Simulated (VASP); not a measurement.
S, 1 atom in the cell. The structure is cubic, space group Im-3m (No. 229). The conventional cell has a = 3.219 Å, b = 3.219 Å, c = 3.219 Å, α = 90.00°, β = 90.00°, γ = 90.00°. S (site symmetry m-3m) has 14 S at 2.79 to 3.22 Å within 3.7 Å. 

| Item | Value |
| --- | --- |
| Program | VASP 6.6.1 |
| Task | single point |
| Functional | PBE |
| Potentials or basis | VASP PAW PBE potentials, release 64 (S) |
| Cutoff | 520 eV |
| k mesh | 48 × 48 × 48 |
| Occupations | fermi-dirac, width 0.0612256 eV |
| Spin | no spin polarisation |
| Dipole correction | no |
| Further INCAR settings | ALGO = Normal; EDIFF = 1e-06; NBANDS = 9 |

Potentials or basis: VASP PAW PBE potentials, release 64 (S).

The run is started by

```bash
$ cat potpaw_PBE.64/S/POTCAR > POTCAR
$ mpirun -np 1 vasp_std > vasp.out
```

Hardware: 1 thread of Intel Xeon 8259CL (shared host).

**Question.** Estimate the wall time of this run.

**Answer.** Wall time 6.6 min on 1 thread of Intel Xeon 8259CL (shared host), peak memory 0.45 GiB. Counts: scf iterations 10, k points 2769.
